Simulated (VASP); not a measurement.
# MgO (P6_3/mmc) in VASP: further runs

The runs below take MgO through single point, with PBEsol.

All numbers are computed with VASP 6.6.1; they aren't measurements. Logs are shortened: lines on timing, memory, paths and dates and some standing lists are left out, and cuts for length are marked.

### 1 The cell of the first run

The structure is hexagonal, space group P6_3/mmc (No. 194). The conventional cell has a = 3.515 Å, b = 3.515 Å, c = 4.213 Å, α = 90.00°, β = 90.00°, γ = 120.00°. Within 2.7 Å of Mg (site symmetry -6m2) lie 5 O at 2.03 to 2.11 Å. Within 2.7 Å of O (site symmetry -6m2) lie 5 Mg at 2.03 to 2.11 Å.

### 2 Single point, PBEsol

The input, INCAR:

```
PREC     = Accurate       # precision mode
ENCUT    = 520            # plane-wave cutoff, eV
EDIFF    = 1E-6           # SCF threshold, eV
ISMEAR   = 0              # smearing method
SIGMA    = 0.01           # smearing width, eV
LREAL    = False          # projectors in reciprocal space
LASPH    = True           # aspherical terms in the spheres
NELM     = 60             # most SCF steps
ALGO     = Normal         # electronic algorithm
ISIF     = 2              # what is computed and relaxed
LWAVE    = False          # write WAVECAR
LCHARG   = False          # write CHGCAR
GGA      = PS             # functional
NBANDS   = 16             # bands
```

The input, KPOINTS:

```
Automatic mesh
0
Gamma
  6 6 6
```

The input, POSCAR:

```
MgO
1.0
    3.5151943645      0.0000000000      0.0000000000
   -1.7575971823      3.0442439415      0.0000000000
    0.0000000000      0.0000000000      4.2125708221
Mg O
2 2
Direct
    0.6666666667      0.3333333333      0.7500000000
    0.3333333333      0.6666666667      0.2500000000
    0.6666666667      0.3333333333      0.2500000000
    0.3333333333      0.6666666667      0.7500000000
```

Potentials or basis: VASP PAW PBE potentials, release 64 (Mg, O).

Run with:

```bash
$ cat potpaw_PBE.64/Mg/POTCAR potpaw_PBE.64/O/POTCAR > POTCAR
$ mpirun -np 1 vasp_std > vasp.out
```

OUTCAR:

```text
PREC = Accurate
   ENCUT = 520
   EDIFF = 1E-6
   ISMEAR = 0
   LREAL = False
   LASPH = True
   NELM = 60
   ISIF = 2
   GGA = PS

 ion  position               nearest neighbor table
   1  0.667  0.333  0.750-   4 2.03   4 2.03   4 2.03   3 2.11   3 2.11   2 2.92   2 2.92   2 2.92
                             2 2.92   2 2.92   2 2.92
   2  0.333  0.667  0.250-   3 2.03   3 2.03   3 2.03   4 2.11   4 2.11   1 2.92   1 2.92   1 2.92
                             1 2.92   1 2.92   1 2.92
   3  0.667  0.333  0.250-   2 2.03   2 2.03   2 2.03   1 2.11   1 2.11
   4  0.333  0.667  0.750-   1 2.03   1 2.03   1 2.03   2 2.11   2 2.11

  LATTYP: Found a hexagonal cell.
 ALAT       =     3.5151943645
 C/A-ratio  =     1.1983891601

  Lattice vectors:

 A1 = (   3.5151943645,   0.0000000000,   0.0000000000)
 A2 = (  -1.7575971823,   3.0442439415,   0.0000000000)
 A3 = (   0.0000000000,   0.0000000000,   4.2125708221)

Analysis of symmetry for initial positions (statically):
=====================================================================
 Subroutine PRICEL returns:
 Original cell was already a primitive cell.

 Routine SETGRP: Setting up the symmetry group for a
 hexagonal supercell.

 Subroutine GETGRP returns: Found 24 space group operations
 (whereof 12 operations were pure point group operations)
 out of a pool of 24 trial point group operations.

The static configuration has the point symmetry D_3d.
 The point group associated with its full space group is D_6h.

Analysis of symmetry for dynamics (positions and initial velocities):
=====================================================================
 Subroutine PRICEL returns:
 Original cell was already a primitive cell.

 Routine SETGRP: Setting up the symmetry group for a
 hexagonal supercell.

 Subroutine GETGRP returns: Found 24 space group operations
 (whereof 12 operations were pure point group operations)
 out of a pool of 24 trial point group operations.

The dynamic configuration has the point symmetry D_3d.
 The point group associated with its full space group is D_6h.

 Subroutine INISYM returns: Found 24 space group operations
 (whereof 12 operations are pure point group operations),
 and found     1 'primitive' translations

----------------------------------------------------------------------------------------

                                     Primitive cell

  volume of cell :      45.0792

[... 88 lines left out ...]
   LSORBIT =      F    spin-orbit coupling
   LASPH  =      T    aspherical Exc in radial PAW
   ENCUT  =  520.0 eV  38.22 Ry    6.18 a.u.   6.54  6.54  7.83*2*pi/ulx,y,z
   NELM   =     60;   NELMIN=  2; NELMDL= -5     # of ELM steps
   EDIFF  = 0.1E-05   stopping-criterion for ELM
   LREAL  =      F    real-space projection
   EDIFFG = 0.1E-04   stopping-criterion for IOM
   NSW    =      0    number of steps for IOM
   IBRION =     -1    ionic relax: 0-MD 1-quasi-New 2-CG
   NFREE  =      0    steps in history (QN), initial steepest desc. (CG)
   ISIF   =      2    stress and relaxation
   ISYM   =      2    0-nonsym 1-usesym 2-fastsym
   POTIM  = 0.5000    time-step for ionic-motion
   TEBEG  =    0.0;   TEEND  =   0.0 temperature during run
   PSTRESS=    0.0 pullay stress
   NELECT =      16.0000    total number of electrons
   NUPDOWN=      -1.0000    fix difference up-down
   EMIN   =  10.00;   EMAX   =-10.00  energy-range for DOS
   EFERMI =   0.00;   METHOD = LEGACY
   ISMEAR =     0;   SIGMA  =   0.01  broadening in eV -4-tet -1-fermi 0-gaus
   EFERMI_NEDOS =   21; number of points for ismear=-14 and -15
   IALGO  =     38    algorithm
   IMIX   =      4    mixing-type and parameters
     AMIX     =   0.40;   BMIX     =  1.00
     AMIX_MAG =   1.60;   BMIX_MAG =  1.00
  volume/ion in A,a.u.               =      11.27        76.05
  Fermi-wavevector in a.u.,A,eV,Ry     =   1.159105  2.190391 18.279763  1.343525
  Thomas-Fermi vector in A             =   2.295701
   LORBIT       =      0    0 simple, 1 ext, 2 COOP (PROOUT), +10 PAW based schemes
   GGA     = PS    functional components
   LHFCALC =     F    Hartree Fock is set to
   AEXX    =    0.0000 exact exchange contribution
   IVDW    =     0    specifies the selected vdW correction
   LEPSILON=     F    determine dielectric tensor
   LRPA    =     F    only Hartree local field effects (RPA)
 non-spin polarized calculation
 Gauss-broadening in eV      SIGMA  =   0.01
  energy-cutoff  :      520.00
  volume of cell :       45.08
 maximum number of plane-waves:      1240
 NGX is ok and might be reduce to    28
   NGX = 13   NGY = 13   NGZ = 15

 number of electron      15.9999993 magnetization

 Free energy of the ion-electron system (eV)
  ---------------------------------------------------
  ext. energy  EPLUGINS =         0.00000000
  ---------------------------------------------------
  free energy    TOTEN  =       -24.75331689 eV

  energy without entropy =      -24.75331689  energy(sigma->0) =      -24.75331689

 E-fermi :   1.8593     XC(G=0): -10.2021

 val. band max:        1.7218123477   @ k =   0.0000   0.0000   0.0000
 cond. band min:       4.9131466515   @ k =   0.0000   0.0000   0.0000
 fundamental gap:      3.1913343038
 Fermi energy:         1.8592742398

 k-point     1 :       0.0000    0.0000    0.0000
  band No.  band energies     occupation
      1     -15.0388      2.00000
      2     -13.6715      2.00000
      3      -1.8831      2.00000
      4       0.0144      2.00000
      5       0.0144      2.00000
      6       0.9414      2.00000
[... 433 lines left out ...]
      3      -1.8374      2.00000
      4      -1.8374      2.00000
      5       0.2681      2.00000
      6       0.2681      2.00000
[... 8 lines left out ...]
     15      16.2567      0.00000
     16      16.2567      0.00000

 [... further k-points ...]
[... 5 lines left out ...]
  --------------------------------------------------------------------------------------
  -------------------------------------------------------------------------------------
  Total       -0.6916081     -0.6916064     -0.6807365      0.0000000      0.0000000      0.0000000
  in kB      -24.5807226    -24.5806632    -24.1943315      0.0000000      0.0000000      0.0000000
  external PRESSURE =     -24.4519058 kB  Pullay stress =       0.0000000 kB

 VOLUME and BASIS-vectors are now :
 -----------------------------------------------------------------------------
  energy-cutoff  :      520.00
  volume of cell :       45.08
      direct lattice vectors                 reciprocal lattice vectors
     3.515194365  0.000000000  0.000000000     0.284479291  0.164244394  0.000000000
    -1.757597182  3.044243941  0.000000000     0.000000000  0.328488787  0.000000000
     0.000000000  0.000000000  4.212570822     0.000000000  0.000000000  0.237384733

 POSITION                                       TOTAL-FORCE (eV/Angst)
 -----------------------------------------------------------------------------------
      1.75760      1.01475      3.15943         0.000000      0.000000      0.000000
     -0.00000      2.02950      1.05314         0.000000      0.000000      0.000000
      1.75760      1.01475      1.05314        -0.000000     -0.000000      0.000000
     -0.00000      2.02950      3.15943         0.000000     -0.000000      0.000000
 -----------------------------------------------------------------------------------
    total drift:                                0.000000     -0.000000      0.000000

  FREE ENERGIE OF THE ION-ELECTRON SYSTEM (eV)
  ---------------------------------------------------
  free  energy   TOTEN  =       -24.7533168854 eV

  energy  without entropy=      -24.7533168854  energy(sigma->0) =      -24.75331689
```

OSZICAR:

```text
N       E                     dE             d eps       ncg     rms          rms(c)
DAV:   1     0.599001666464E+02    0.59900E+02   -0.75754E+03   896   0.887E+02
DAV:   2    -0.245712273475E+02   -0.84471E+02   -0.76891E+02  1280   0.195E+02
DAV:   3    -0.283347489773E+02   -0.37635E+01   -0.37496E+01  1016   0.428E+01
DAV:   4    -0.283501892292E+02   -0.15440E-01   -0.15440E-01  1088   0.315E+00
DAV:   5    -0.283502653481E+02   -0.76119E-04   -0.76119E-04  1032   0.214E-01    0.104E+01
DAV:   6    -0.248681741286E+02    0.34821E+01   -0.90774E+00   936   0.232E+01    0.356E+00
DAV:   7    -0.247926453247E+02    0.75529E-01   -0.14785E-01   904   0.313E+00    0.207E+00
DAV:   8    -0.247555404831E+02    0.37105E-01   -0.96105E-02   968   0.322E+00    0.515E-01
DAV:   9    -0.247528247120E+02    0.27158E-02   -0.69833E-03  1032   0.735E-01    0.110E-01
DAV:  10    -0.247533118844E+02   -0.48717E-03   -0.37031E-04   912   0.153E-01    0.204E-02
DAV:  11    -0.247533189768E+02   -0.70924E-05   -0.14695E-05  1048   0.276E-02    0.173E-02
DAV:  12    -0.247533173458E+02    0.16310E-05   -0.34243E-06   912   0.153E-02    0.578E-03
DAV:  13    -0.247533168854E+02    0.46038E-06   -0.11616E-06   528   0.878E-03
   1 F= -.24753317E+02 E0= -.24753317E+02  d E =-.225776E-86
```

Wall time 34 s (1 thread of Intel Xeon 8259CL, shared host); peak memory 0.17 GiB.

Results:

* Free energy: -24.7533 eV
* Pressure: -2.4 GPa
* Band gap on the k mesh: 3.19 eV, direct

Caveat: the PAW data sets were made with another functional, which shifts forces and pressure a little. A hybrid or GW would open this gap; PBEsol tends to underestimate it.

[end of part 1 of 3]
